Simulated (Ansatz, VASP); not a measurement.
One calculation of B, two programs

```
B
1.0
     4.03794    0.00000    0.00000
     0.00000    4.03794    0.00000
     0.00000    0.00000   27.01625
B
6
Direct
  0.70055 0.00000 0.29612
  0.29945 0.00000 0.29612
  0.00000 0.70055 0.29612
  0.00000 0.29945 0.29612
  0.50000 0.50000 0.26719
  0.50000 0.50000 0.32504
```

Alike in both runs: functional PBE; k mesh 6 × 6 × 1; occupations gaussian, width 0.1 eV; no spin polarisation.

Ansatz relaxed the structure, and its values are those at the end. VASP's run is a single point on that final structure, the one shown.

|  | VASP | Ansatz |
| --- | --- | --- |
| version | VASP 6.6.1 | Ansatz 0.2.0 |
| potentials or method | VASP PAW PBE potentials, release 64 (B), cutoff 420 eV | scalar-relativistic, plane waves, PAW |
| valence electrons in the cell | 18 | 18 |

```csv
,VASP,Ansatz,Ansatz less VASP
gap on the k mesh at the Fermi level (eV),none,none,-
rms of the force components (eV/Å),0.006,0.006,-0.0003
```

A gap of «none» marks a metal or a gap that the smearing closes. Ansatz's warnings: slab cell height set.
